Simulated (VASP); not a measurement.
# SiO2 (P2_13) in VASP: single point with PBE

Aim: the single point of SiO2 with PBE.

Everything below comes from runs of VASP 6.6.1. Logs are shortened: lines on timing, memory, paths and dates and some standing lists are left out, and cuts for length are marked.

### 1 The cell of the first run

Symmetry: P2_13, No. 198, cubic system. The conventional cell has a = 7.160 Å, b = 7.160 Å, c = 7.160 Å, α = 90.00°, β = 90.00°, γ = 90.00°. Within 2.1 Å of Si (site symmetry 3) lie 4 O at 1.61 to 1.62 Å. Si (site symmetry 3) has 4 O at 1.61 to 1.62 Å within 2.1 Å. Within 2.1 Å of O (site symmetry 3) lie 2 Si at 1.61 Å. Within 2.2 Å of O (site symmetry 1) lie 2 Si at 1.62 Å.

### 2 Single point, PBE

The input, INCAR:

```
SYSTEM = SiO2
PREC = Accurate
ENCUT = 520
EDIFF = 1E-6
ISMEAR = -1
SIGMA = 0.02
LREAL = Auto
LASPH = .TRUE.
NELM = 100
ALGO = Normal
ISIF = 2
LWAVE = .FALSE.
LCHARG = .TRUE.
GGA = PE
LELF = .TRUE.
LVHAR = .TRUE.
NBANDS = 82
```

The input, KPOINTS:

```
Automatic mesh
0
G
  4 4 4
  0 0 0
```

The input, POSCAR:

```
SiO2
1.0
    7.1600000000      0.0000000000      0.0000000000
    0.0000000000      7.1600000000      0.0000000000
    0.0000000000      0.0000000000      7.1600000000
Si O
8 16
Direct
    0.2807081729      0.2807081729      0.2807081729
    0.2192918271      0.7192918271      0.7807081729
    0.7807081729      0.2192918271      0.7192918271
    0.7192918271      0.7807081729      0.2192918271
    1.0205836500      1.0205836500      1.0205836500
    0.4794163500     -0.0205836500      0.5205836500
    0.5205836500      0.4794163500     -0.0205836500
   -0.0205836500      0.5205836500      0.4794163500
    0.1505388219      0.1505388219      0.1505388219
    0.3494611781      0.8494611781      0.6505388219
    0.6505388219      0.3494611781      0.8494611781
    0.8494611781      0.6505388219      0.3494611781
    0.6398190424      0.6615812792      0.0434330207
    0.8601809576      0.3384187208      0.5434330207
    0.1398190424      0.8384187208      0.9565669793
    0.3601809576      0.1615812792      0.4565669793
    0.0434330207      0.6398190424      0.6615812792
    0.5434330207      0.8601809576      0.3384187208
    0.9565669793      0.1398190424      0.8384187208
    0.4565669793      0.3601809576      0.1615812792
    0.6615812792      0.0434330207      0.6398190424
    0.3384187208      0.5434330207      0.8601809576
    0.8384187208      0.9565669793      0.1398190424
    0.1615812792      0.4565669793      0.3601809576
```

Potentials or basis: VASP PAW PBE potentials, release 64 (Si, O).

Started as:

```
$ cat potpaw_PBE.64/Si/POTCAR potpaw_PBE.64/O/POTCAR > POTCAR
$ mpirun -np 1 vasp_std > vasp.out
```

OUTCAR:

```text
SYSTEM = SiO2
   PREC = Accurate
   ENCUT = 520
   EDIFF = 1E-6
   ISMEAR = -1
   LREAL = Auto
   LASPH = .TRUE.
   NELM = 100
   ISIF = 2
   GGA = PE

 ion  position               nearest neighbor table
   1  0.281  0.281  0.281-   9 1.61  16 1.62  20 1.62  24 1.62   8 3.10   7 3.10   6 3.10
   2  0.219  0.719  0.781-  10 1.61  15 1.62  17 1.62  22 1.62   7 3.10   5 3.10   8 3.10
   3  0.781  0.219  0.719-  11 1.61  14 1.62  19 1.62  21 1.62   6 3.10   5 3.10   8 3.10
   4  0.719  0.781  0.219-  12 1.61  13 1.62  18 1.62  23 1.62   5 3.10   6 3.10   7 3.10
   5  0.021  0.021  0.021-   9 1.61  15 1.62  19 1.62  23 1.62   4 3.10   3 3.10   2 3.10
   6  0.479  0.979  0.521-  10 1.61  16 1.62  18 1.62  21 1.62   3 3.10   1 3.10   4 3.10
   7  0.521  0.479  0.979-  11 1.61  13 1.62  20 1.62  22 1.62   2 3.10   1 3.10   4 3.10
   8  0.979  0.521  0.479-  12 1.61  14 1.62  17 1.62  24 1.62   1 3.10   2 3.10   3 3.10
   9  0.151  0.151  0.151-   5 1.61   1 1.61
  10  0.349  0.849  0.651-   6 1.61   2 1.61
  11  0.651  0.349  0.849-   7 1.61   3 1.61
  12  0.849  0.651  0.349-   8 1.61   4 1.61
  13  0.640  0.662  0.043-   4 1.62   7 1.62
  14  0.860  0.338  0.543-   3 1.62   8 1.62
[... 8 lines left out ...]
  23  0.838  0.957  0.140-   4 1.62   5 1.62
  24  0.162  0.457  0.360-   1 1.62   8 1.62

  LATTYP: Found a simple cubic cell.
 ALAT       =     7.1600000000

  Lattice vectors:

 A1 = (   7.1600000000,   0.0000000000,   0.0000000000)
 A2 = (   0.0000000000,   7.1600000000,   0.0000000000)
 A3 = (   0.0000000000,   0.0000000000,   7.1600000000)

Analysis of symmetry for initial positions (statically):
=====================================================================
 Subroutine PRICEL returns:
 Original cell was already a primitive cell.

 Routine SETGRP: Setting up the symmetry group for a
 simple cubic supercell.

 Subroutine GETGRP returns: Found 12 space group operations
 (whereof  3 operations were pure point group operations)
 out of a pool of 48 trial point group operations.

The static configuration has the point symmetry C_3 .
 The point group associated with its full space group is T   .

Analysis of symmetry for dynamics (positions and initial velocities):
=====================================================================
 Subroutine PRICEL returns:
 Original cell was already a primitive cell.

 Routine SETGRP: Setting up the symmetry group for a
 simple cubic supercell.

 Subroutine GETGRP returns: Found 12 space group operations
 (whereof  3 operations were pure point group operations)
 out of a pool of 48 trial point group operations.

The dynamic configuration has the point symmetry C_3 .
 The point group associated with its full space group is T   .

 Subroutine INISYM returns: Found 12 space group operations
 (whereof  3 operations are pure point group operations),
 and found     1 'primitive' translations

----------------------------------------------------------------------------------------

                                     Primitive cell

  volume of cell :     367.0617

  direct lattice vectors                    reciprocal lattice vectors
     7.160000000  0.000000000  0.000000000     0.139664804  0.000000000  0.000000000
     0.000000000  7.160000000  0.000000000     0.000000000  0.139664804  0.000000000
     0.000000000  0.000000000  7.160000000     0.000000000  0.000000000  0.139664804

  length of vectors
     7.160000000  7.160000000  7.160000000     0.139664804  0.139664804  0.139664804

  position of ions in fractional coordinates (direct lattice)
     0.280708173  0.280708173  0.280708173
     0.219291827  0.719291827  0.780708173
     0.780708173  0.219291827  0.719291827
     0.719291827  0.780708173  0.219291827
     0.020583650  0.020583650  0.020583650
     0.479416350  0.979416350  0.520583650
[... 16 lines left out ...]
     0.838418721  0.956566979  0.139819042
     0.161581279  0.456566979  0.360180958

  ion indices of the primitive-cell ions
   primitive index   ion index
                 1           1
                 2           2
                 3           3
                 4           4
                 5           5
                 6           6
[... 16 lines left out ...]
                23          23
                24          24

----------------------------------------------------------------------------------------

 KPOINTS: Automatic mesh

Automatic generation of k-mesh.
 Grid dimensions read from file:
 generate k-points for:    4    4    4

 Generating k-lattice:

  Cartesian coordinates                     Fractional coordinates (reciprocal lattice)
     0.034916201  0.000000000  0.000000000     0.250000000  0.000000000  0.000000000
     0.000000000  0.034916201  0.000000000     0.000000000  0.250000000  0.000000000
     0.000000000  0.000000000  0.034916201     0.000000000  0.000000000  0.250000000

  Length of vectors
     0.034916201  0.034916201  0.034916201

  Shift w.r.t. Gamma in fractional coordinates (k-lattice)
     0.000000000  0.000000000  0.000000000

 Subroutine IBZKPT returns following result:
 ===========================================

 Found     11 irreducible k-points:

 Following reciprocal coordinates:
            Coordinates               Weight
  0.000000  0.000000  0.000000      1.000000
  0.250000  0.000000  0.000000      6.000000
  0.500000  0.000000  0.000000      3.000000
  0.250000  0.250000  0.000000     12.000000
  0.500000  0.250000  0.000000      6.000000
 -0.250000  0.500000  0.000000      6.000000
  0.500000  0.500000  0.000000      3.000000
  0.250000  0.250000  0.250000      8.000000
  0.500000  0.250000  0.250000     12.000000
  0.500000  0.500000  0.250000      6.000000
  0.500000  0.500000  0.500000      1.000000
   k-points           NKPTS =     11   k-points in BZ     NKDIM =     11   number of bands    NBANDS=     82
   number of dos      NEDOS =    301   number of ions     NIONS =     24
   total plane-waves  NPLWV = 157464
   dimension x,y,z NGX =    54 NGY =   54 NGZ =   54
   dimension x,y,z NGXF=   108 NGYF=  108 NGZF=  108
   ions per type =               8  16
   NGX,Y,Z   is equivalent  to a cutoff of  12.54, 12.54, 12.54 a.u.
   NGXF,Y,Z  is equivalent  to a cutoff of  25.08, 25.08, 25.08 a.u.
 SYSTEM =  SiO2
   PREC   = accura    normal or accurate (medium, high low for compatibility)
   ISTART =      0    job   : 0-new  1-cont  2-samecut
   ICHARG =      2    charge: 1-file 2-atom 10-const
   ISPIN  =      1    spin polarized calculation?
   LNONCOLLINEAR =      F non collinear calculations
   LSORBIT =      F    spin-orbit coupling
   LASPH  =      T    aspherical Exc in radial PAW
   ENCUT  =  520.0 eV  38.22 Ry    6.18 a.u.  13.31 13.31 13.31*2*pi/ulx,y,z
   NELM   =    100;   NELMIN=  2; NELMDL= -5     # of ELM steps
   EDIFF  = 0.1E-05   stopping-criterion for ELM
   LREAL  =      T    real-space projection
   EDIFFG = 0.1E-04   stopping-criterion for IOM
   NSW    =      0    number of steps for IOM
   IBRION =     -1    ionic relax: 0-MD 1-quasi-New 2-CG
   NFREE  =      0    steps in history (QN), initial steepest desc. (CG)
   ISIF   =      2    stress and relaxation
   ISYM   =      2    0-nonsym 1-usesym 2-fastsym
   POTIM  = 0.5000    time-step for ionic-motion
   TEBEG  =    0.0;   TEEND  =   0.0 temperature during run
   PSTRESS=    0.0 pullay stress
   NELECT =     128.0000    total number of electrons
   NUPDOWN=      -1.0000    fix difference up-down
   EMIN   =  10.00;   EMAX   =-10.00  energy-range for DOS
   EFERMI =   0.00;   METHOD = LEGACY
   ISMEAR =    -1;   SIGMA  =   0.02  broadening in eV -4-tet -1-fermi 0-gaus
   EFERMI_NEDOS =   21; number of points for ismear=-14 and -15
   IALGO  =     38    algorithm
   IMIX   =      4    mixing-type and parameters
     AMIX     =   0.40;   BMIX     =  1.00
     AMIX_MAG =   1.60;   BMIX_MAG =  1.00
  volume/ion in A,a.u.               =      15.29       103.21
  Fermi-wavevector in a.u.,A,eV,Ry     =   1.152299  2.177529 18.065716  1.327793
  Thomas-Fermi vector in A             =   2.288951
   LORBIT       =      0    0 simple, 1 ext, 2 COOP (PROOUT), +10 PAW based schemes
   GGA     = PE    functional components
   LHFCALC =     F    Hartree Fock is set to
   AEXX    =    0.0000 exact exchange contribution
   IVDW    =     0    specifies the selected vdW correction
   LEPSILON=     F    determine dielectric tensor
   LRPA    =     F    only Hartree local field effects (RPA)
 non-spin polarized calculation
  energy-cutoff  :      520.00
  volume of cell :      367.06
 maximum number of plane-waves:      9952
 NGX is ok and might be reduce to    54
   NGX = 27   NGY = 27   NGZ = 27

 number of electron     128.0000007 magnetization

 Free energy of the ion-electron system (eV)
  ---------------------------------------------------
  ext. energy  EPLUGINS =         0.00000000
  ---------------------------------------------------
  free energy    TOTEN  =      -189.83070919 eV

  energy without entropy =     -189.83070919  energy(sigma->0) =     -189.83070919

 E-fermi :   0.0655     XC(G=0):  -8.0824

 val. band max:       -0.4340091804   @ k =   0.5000   0.5000   0.5000
 cond. band min:       5.2453432240   @ k =   0.0000   0.0000   0.0000
 fundamental gap:      5.6793524044
 Fermi energy:         0.0655345791

 k-point     1 :       0.0000    0.0000    0.0000
  band No.  band energies     occupation
      1     -19.6365      2.00000
      2     -18.7613      2.00000
      3     -18.7613      2.00000
      4     -18.7613      2.00000
      5     -18.7474      2.00000
      6     -18.7474      2.00000
[... 68 lines left out ...]
     75       9.0723      0.00000
     76       9.8116      0.00000

 k-point     2 :       0.2500    0.0000    0.0000
  band No.  band energies     occupation
      1     -19.5751      2.00000
      2     -19.1132      2.00000
      3     -18.7594      2.00000
      4     -18.7549      2.00000
      5     -18.7530      2.00000
      6     -18.7487      2.00000
[... 703 lines left out ...]
 k-point    11 :       0.5000    0.5000    0.5000
  band No.  band energies     occupation
      1     -19.2094      2.00000
      2     -19.2094      2.00000
      3     -19.2094      2.00000
      4     -19.2094      2.00000
      5     -18.2579      2.00000
      6     -18.2579      2.00000
[... 68 lines left out ...]
     75       8.8374      0.00000
     76       8.8374      0.00000
 [bands above 76 left out]

------------------------ aborting loop because EDIFF is reached ----------------------------------------

  FORCE on cell =-STRESS in cart. coord.  units (eV):
  Direction    XX          YY          ZZ          XY          YZ          ZX
  --------------------------------------------------------------------------------------
  -------------------------------------------------------------------------------------
  Total        1.9985175      1.9985175      1.9985175      0.0000000      0.0000000      0.0000000
  in kB        8.7232730      8.7232730      8.7232730      0.0000000      0.0000000      0.0000000
  external PRESSURE =       8.7232730 kB  Pullay stress =       0.0000000 kB

 VOLUME and BASIS-vectors are now :
 -----------------------------------------------------------------------------
  energy-cutoff  :      520.00
  volume of cell :      367.06
      direct lattice vectors                 reciprocal lattice vectors
     7.160000000  0.000000000  0.000000000     0.139664804  0.000000000  0.000000000
     0.000000000  7.160000000  0.000000000     0.000000000  0.139664804  0.000000000
     0.000000000  0.000000000  7.160000000     0.000000000  0.000000000  0.139664804

 POSITION                                       TOTAL-FORCE (eV/Angst)
 -----------------------------------------------------------------------------------
      2.00987      2.00987      2.00987         0.010659      0.010659      0.010659
      1.57013      5.15013      5.58987        -0.010659     -0.010659      0.010659
      5.58987      1.57013      5.15013         0.010659     -0.010659     -0.010659
      5.15013      5.58987      1.57013        -0.010659      0.010659     -0.010659
      0.14738      0.14738      0.14738         0.005476      0.005476      0.005476
      3.43262      7.01262      3.72738        -0.005476     -0.005476      0.005476
[... 16 lines left out ...]
      6.00308      6.84902      1.00110        -0.013930      0.014744      0.001309
      1.15692      3.26902      2.57890         0.013930      0.014744     -0.001309
 -----------------------------------------------------------------------------------
    total drift:                                0.000000      0.000001     -0.000000

  FREE ENERGIE OF THE ION-ELECTRON SYSTEM (eV)
  ---------------------------------------------------
  free  energy   TOTEN  =      -189.8307091949 eV

  energy  without entropy=     -189.8307091949  energy(sigma->0) =     -189.83070919
```

It took 6.2 min on 1 thread of AMD EPYC 7R43 (Zen 3), shared host; peak memory 0.47 GiB.

Results:

| Quantity | Value |
| --- | --- |
| Free energy | -189.8307 eV |
| Pressure | 0.9 GPa |
| Largest force | 0.020 eV/Å |
| Band gap on the k mesh | 5.68 eV |

Forces on the atoms (eV/Å):
```
Si   0.011  0.011  0.011
Si  -0.011 -0.011  0.011
Si   0.011 -0.011 -0.011
Si  -0.011  0.011 -0.011
Si   0.005  0.005  0.005
Si  -0.005 -0.005  0.005
Si   0.005 -0.005 -0.005
Si  -0.005  0.005 -0.005
O    0.003  0.003  0.003
O   -0.003 -0.003  0.003
O    0.003 -0.003 -0.003
O   -0.003  0.003 -0.003
O    0.001  0.014 -0.015
O   -0.001 -0.014 -0.015
O    0.001 -0.014  0.015
O   -0.001  0.014  0.015
O   -0.015  0.001  0.014
O   -0.015 -0.001 -0.014
O    0.015  0.001 -0.014
O    0.015 -0.001  0.014
O    0.014 -0.015  0.001
O   -0.014 -0.015 -0.001
O   -0.014  0.015  0.001
O    0.014  0.015 -0.001
```

A k mesh can miss the band edges.
